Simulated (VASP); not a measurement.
# Rh (P6_3/mmc) in VASP: electric field gradients with PBE+D3(BJ)

Aim: the electric field gradients of Rh with PBE+D3(BJ).

Program: VASP 6.6.1. These are calculated values, not measurements. Logs are shortened: lines on timing, memory, paths and dates and some standing lists are left out, and cuts for length are marked.

## Step 1: The cell of the first run

It takes space group P6_3/mmc (No. 194, hexagonal). Conventional cell: a = 2.691 Å, b = 2.691 Å, c = 4.364 Å, α = 90.00°, β = 90.00°, γ = 120.00°. Rh (site symmetry -6m2) has 12 Rh at 2.68 to 2.69 Å within 3.5 Å.

## Step 2: Electric field gradients, PBE+D3(BJ)

Contents of INCAR:

```
  PREC = Accurate
  ENCUT = 520
  EDIFF = 1E-8
  ISMEAR = 0
  SIGMA = 0.1
  LREAL = False
  LASPH = True
  NELM = 80
  ALGO = Normal
  ISIF = 2
  LWAVE = False
  LCHARG = False
  GGA = PE
  IVDW = 12
  LEFG = True
  NBANDS = 22
```

Contents of KPOINTS:

```
regular mesh
0
Gamma
  6 6 4
```

Contents of POSCAR:

```
Rh
1.0
    2.6912601449      0.0000000000      0.0000000000
   -1.3456300724      2.3306996536      0.0000000000
    0.0000000000      0.0000000000      4.3640818048
Rh
2
Direct
    0.6666666667      0.3333333333      0.7500000000
    0.3333333333      0.6666666667      0.2500000000
```

Potentials or basis: VASP PAW PBE potentials, release 64 (Rh_pv).

Started as:

```
cat potpaw_PBE.64/Rh_pv/POTCAR > POTCAR
mpirun -np 1 vasp_std > vasp.out
```

OUTCAR:

```text
PREC = Accurate
   ENCUT = 520
   EDIFF = 1E-8
   ISMEAR = 0
   LREAL = False
   LASPH = True
   NELM = 80
   ISIF = 2
   GGA = PE
   IVDW = 12
 IVDW          = 12

 ion  position               nearest neighbor table
   1  0.667  0.333  0.750-   2 2.68   2 2.68   2 2.68   2 2.68   2 2.68   2 2.68
   2  0.333  0.667  0.250-   1 2.68   1 2.68   1 2.68   1 2.68   1 2.68   1 2.68

  LATTYP: Found a hexagonal cell.
 ALAT       =     2.6912601449
 C/A-ratio  =     1.6215756076

  Lattice vectors:

 A1 = (   2.6912601449,   0.0000000000,   0.0000000000)
 A2 = (  -1.3456300724,   2.3306996536,   0.0000000000)
 A3 = (   0.0000000000,   0.0000000000,   4.3640818048)

Analysis of symmetry for initial positions (statically):
=====================================================================
 Subroutine PRICEL returns:
 Original cell was already a primitive cell.

 Routine SETGRP: Setting up the symmetry group for a
 hexagonal supercell.

 Subroutine GETGRP returns: Found 24 space group operations
 (whereof 12 operations were pure point group operations)
 out of a pool of 24 trial point group operations.

The static configuration has the point symmetry D_3d.
 The point group associated with its full space group is D_6h.

Analysis of symmetry for dynamics (positions and initial velocities):
=====================================================================
 Subroutine PRICEL returns:
 Original cell was already a primitive cell.

 Routine SETGRP: Setting up the symmetry group for a
 hexagonal supercell.

 Subroutine GETGRP returns: Found 24 space group operations
 (whereof 12 operations were pure point group operations)
 out of a pool of 24 trial point group operations.

The dynamic configuration has the point symmetry D_3d.
 The point group associated with its full space group is D_6h.

 Subroutine INISYM returns: Found 24 space group operations
 (whereof 12 operations are pure point group operations),
 and found     1 'primitive' translations

----------------------------------------------------------------------------------------

                                     Primitive cell

  volume of cell :      27.3738

  direct lattice vectors                    reciprocal lattice vectors
     2.691260145  0.000000000  0.000000000     0.371573146  0.214527856  0.000000000
    -1.345630072  2.330699654  0.000000000     0.000000000  0.429055712  0.000000000
     0.000000000  0.000000000  4.364081805     0.000000000  0.000000000  0.229143276

  length of vectors
     2.691260145  2.691260145  4.364081805     0.429055712  0.429055712  0.229143276

  position of ions in fractional coordinates (direct lattice)
     0.666666667  0.333333333  0.750000000
     0.333333333  0.666666667  0.250000000

  ion indices of the primitive-cell ions
   primitive index   ion index
                 1           1
                 2           2

----------------------------------------------------------------------------------------

 KPOINTS: regular mesh

Automatic generation of k-mesh.
 Grid dimensions read from file:
 generate k-points for:    6    6    4

 Generating k-lattice:

  Cartesian coordinates                     Fractional coordinates (reciprocal lattice)
     0.061928858  0.035754643  0.000000000     0.166666667  0.000000000  0.000000000
     0.000000000  0.071509285  0.000000000     0.000000000  0.166666667  0.000000000
     0.000000000  0.000000000  0.057285819     0.000000000  0.000000000  0.250000000

  Length of vectors
     0.071509285  0.071509285  0.057285819

  Shift w.r.t. Gamma in fractional coordinates (k-lattice)
     0.000000000  0.000000000  0.000000000

 Subroutine IBZKPT returns following result:
 ===========================================

 Found     21 irreducible k-points:

 Following reciprocal coordinates:
            Coordinates               Weight
  0.000000  0.000000  0.000000      1.000000
  0.166667 -0.000000  0.000000      6.000000
  0.333333  0.000000  0.000000      6.000000
  0.500000 -0.000000  0.000000      3.000000
  0.166667  0.166667  0.000000      6.000000
  0.333333  0.166667  0.000000     12.000000
[... 13 lines left out ...]
  0.333333  0.166667  0.500000     12.000000
  0.333333  0.333333  0.500000      2.000000
   k-points           NKPTS =     21   k-points in BZ     NKDIM =     21   number of bands    NBANDS=     22
   number of dos      NEDOS =    301   number of ions     NIONS =      2
   total plane-waves  NPLWV =  12800
   dimension x,y,z NGX =    20 NGY =   20 NGZ =   32
   dimension x,y,z NGXF=    40 NGYF=   40 NGZF=   64
   ions per type =               2
   NGX,Y,Z   is equivalent  to a cutoff of  12.35, 12.35, 12.19 a.u.
   NGXF,Y,Z  is equivalent  to a cutoff of  24.71, 24.71, 24.38 a.u.
 SYSTEM =  unknown system
   PREC   = accura    normal or accurate (medium, high low for compatibility)
   ISTART =      0    job   : 0-new  1-cont  2-samecut
   ICHARG =      2    charge: 1-file 2-atom 10-const
   ISPIN  =      1    spin polarized calculation?
   LNONCOLLINEAR =      F non collinear calculations
   LSORBIT =      F    spin-orbit coupling
   LASPH  =      T    aspherical Exc in radial PAW
   ENCUT  =  520.0 eV  38.22 Ry    6.18 a.u.   5.00  5.00  8.11*2*pi/ulx,y,z
   NELM   =     80;   NELMIN=  2; NELMDL= -5     # of ELM steps
   EDIFF  = 0.1E-07   stopping-criterion for ELM
   LREAL  =      F    real-space projection
   EDIFFG = 0.1E-06   stopping-criterion for IOM
   NSW    =      0    number of steps for IOM
   IBRION =     -1    ionic relax: 0-MD 1-quasi-New 2-CG
   NFREE  =      0    steps in history (QN), initial steepest desc. (CG)
   ISIF   =      2    stress and relaxation
   ISYM   =      2    0-nonsym 1-usesym 2-fastsym
   POTIM  = 0.5000    time-step for ionic-motion
   TEBEG  =    0.0;   TEEND  =   0.0 temperature during run
   PSTRESS=    0.0 pullay stress
   NELECT =      30.0000    total number of electrons
   NUPDOWN=      -1.0000    fix difference up-down
   EMIN   =  10.00;   EMAX   =-10.00  energy-range for DOS
   EFERMI =   0.00;   METHOD = LEGACY
   ISMEAR =     0;   SIGMA  =   0.10  broadening in eV -4-tet -1-fermi 0-gaus
   EFERMI_NEDOS =   21; number of points for ismear=-14 and -15
   IALGO  =     38    algorithm
   IMIX   =      4    mixing-type and parameters
     AMIX     =   0.40;   BMIX     =  1.00
     AMIX_MAG =   1.60;   BMIX_MAG =  1.00
  volume/ion in A,a.u.               =      13.69        92.36
  Fermi-wavevector in a.u.,A,eV,Ry     =   1.687862  3.189597 38.761344  2.848878
  Thomas-Fermi vector in A             =   2.770272
   LORBIT       =      0    0 simple, 1 ext, 2 COOP (PROOUT), +10 PAW based schemes
   GGA     = PE    functional components
   LHFCALC =     F    Hartree Fock is set to
   AEXX    =    0.0000 exact exchange contribution
   IVDW    =    12    specifies the selected vdW correction
   LEPSILON=     F    determine dielectric tensor
   LRPA    =     F    only Hartree local field effects (RPA)
 non-spin polarized calculation
 Gauss-broadening in eV      SIGMA  =   0.10
  energy-cutoff  :      520.00
  volume of cell :       27.37
 maximum number of plane-waves:       756
 NGX is ok and might be reduce to    20
   NGX =  9   NGY =  9   NGZ = 17

 number of electron      30.0000008 magnetization

 Free energy of the ion-electron system (eV)
  ---------------------------------------------------
  ext. energy  EPLUGINS =         0.00000000
  ---------------------------------------------------
  free energy    TOTEN  =       -14.39904036 eV

  energy without entropy =      -14.38685970  energy(sigma->0) =      -14.39295003

 E-fermi :  11.9656     XC(G=0): -14.0597

 val. band max:       11.9642520176   @ k =   0.1667   0.1667   0.0000
 cond. band min:      11.9825872774   @ k =   0.3333   0.3333   0.0000
 fundamental gap:      0.0183352598
 Fermi energy:        11.9656419675

 k-point     1 :       0.0000    0.0000    0.0000
  band No.  band energies     occupation
      1     -35.1760      2.00000
      2     -34.4728      2.00000
      3     -34.4728      2.00000
      4     -34.4195      2.00000
      5     -34.3655      2.00000
      6     -34.3655      2.00000
[... 14 lines left out ...]
     21      30.1737      0.00000
     22      30.8646      0.00000
[... 477 lines left out ...]
  band No.  band energies     occupation
      1     -34.9830      2.00000
      2     -34.9830      2.00000
      3     -34.8058      2.00000
      4     -34.8058      2.00000
      5     -34.5376      2.00000
      6     -34.5376      2.00000
[... 14 lines left out ...]
     21      22.5196      0.00000
     22      22.5196      0.00000

------------------------ aborting loop because EDIFF is reached ----------------------------------------

 Edisp (eV)   -1.30063

 E8    (eV) :    -0.5837

  FORCE on cell =-STRESS in cart. coord.  units (eV):
  Direction    XX          YY          ZZ          XY          YZ          ZX
  --------------------------------------------------------------------------------------
  -------------------------------------------------------------------------------------
  Total       0.39121     0.39121    -0.57500     0.00000     0.00000     0.00000
  in kB      22.89719    22.89719   -33.65436     0.00000     0.00000     0.00000
  external pressure =        4.05 kB  Pullay stress =        0.00 kB

 VOLUME and BASIS-vectors are now :
 -----------------------------------------------------------------------------
  energy-cutoff  :      520.00
  volume of cell :       27.37
      direct lattice vectors                 reciprocal lattice vectors
     2.691260145  0.000000000  0.000000000     0.371573146  0.214527856  0.000000000
    -1.345630072  2.330699654  0.000000000     0.000000000  0.429055712  0.000000000
     0.000000000  0.000000000  4.364081805     0.000000000  0.000000000  0.229143276

 POSITION                                       TOTAL-FORCE (eV/Angst)
 -----------------------------------------------------------------------------------
      1.34563      0.77690      3.27306         0.000000      0.000000      0.000000
     -0.00000      1.55380      1.09102        -0.000000     -0.000000      0.000000
 -----------------------------------------------------------------------------------
    total drift:                               -0.000000      0.000000     -0.000000

  FREE ENERGIE OF THE ION-ELECTRON SYSTEM (eV)
  ---------------------------------------------------
  free  energy   TOTEN  =       -15.6996680107 eV

  energy  without entropy=      -15.6874873541  energy(sigma->0) =      -15.69357768

 Electric field gradients (V/A^2)
---------------------------------------------------------------------
 ion       V_xx      V_yy      V_zz      V_xy      V_xz      V_yz
---------------------------------------------------------------------
   1     -12.300   -12.299    24.600     0.001    -0.000     0.000
   2     -12.300   -12.299    24.600     0.001     0.000    -0.000
---------------------------------------------------------------------

 Electric field gradients after diagonalization (V/A^2)
 (convention: |V_zz| > |V_xx| > |V_yy|)
----------------------------------------------------------------------
 ion       V_xx      V_yy      V_zz     asymmetry (V_yy - V_xx)/ V_zz
----------------------------------------------------------------------
   1     -12.301   -12.299    24.600       0.000
   2     -12.301   -12.299    24.600       0.000
----------------------------------------------------------------------

           NMR quadrupolar parameters

 Cq : quadrupolar parameter    Cq=e*Q*V_zz/h
 eta: asymmetry parameters     (V_yy - V_xx)/ V_zz
 Q  : nuclear electric quadrupole moment in mb (millibarn)
----------------------------------------------------------------------
 ion       Cq(MHz)       eta       Q (mb)
----------------------------------------------------------------------
   1       0.059       0.000       1.000
   2       0.059       0.000       1.000
----------------------------------------------------------------------
```

Run time: 7.4 s. Hardware: 1 thread of AMD EPYC 9R45 (Zen 5), shared host; peak memory 0.11 GiB.

Results:

* Free energy: -15.6997 eV
* Pressure: 0.4 GPa
* Band gap on the k mesh: zero (band 15 reaches 12.73 eV, above the bottom of band 16 at 10.27 eV)
* Dispersion energy per atom: -0.650 eV

Levels at points of the mesh, in eV from the Fermi level:
| k point | band 11 | band 12 | band 13 | band 14 | band 15 | band 16 | band 17 | band 18 | band 19 | band 20 |
| --- | --- | --- | --- | --- | --- | --- | --- | --- | --- | --- |
| (0.00, 0.00, 0.00) | -2.92 | -2.40 | -2.40 | -1.81 | -1.81 | 0.23 | 0.23 | 0.79 | 8.75 | 16.03 |
| (0.50, 0.00, 0.00) | -2.64 | -2.16 | -2.06 | 0.58 | 0.72 | 0.88 | 3.18 | 5.31 | 10.52 | 10.93 |
| (0.00, 0.00, 0.50) | -3.03 | -3.03 | -3.03 | -3.03 | -0.34 | -0.34 | -0.34 | -0.34 | 14.97 | 14.97 |
| (0.50, 0.00, 0.50) | -1.58 | -1.58 | -0.21 | -0.21 | 0.76 | 0.76 | 2.81 | 2.81 | 9.52 | 9.52 |

Electric field gradients, principal values (V/Å²):
| atom | least | middle | greatest (by size) |
| --- | --- | --- | --- |
| 1 Rh | -12.299 | -12.301 | 24.600 |
| 2 Rh | -12.299 | -12.301 | 24.600 |

Caveat: the k points lie up to 0.45 Å⁻¹ apart; without QUAD_EFG the Cq values of the log hold for a quadrupole moment of 1 mb, not for the nuclei; pairwise dispersion overbinds metals, which lowers pressure and volume.
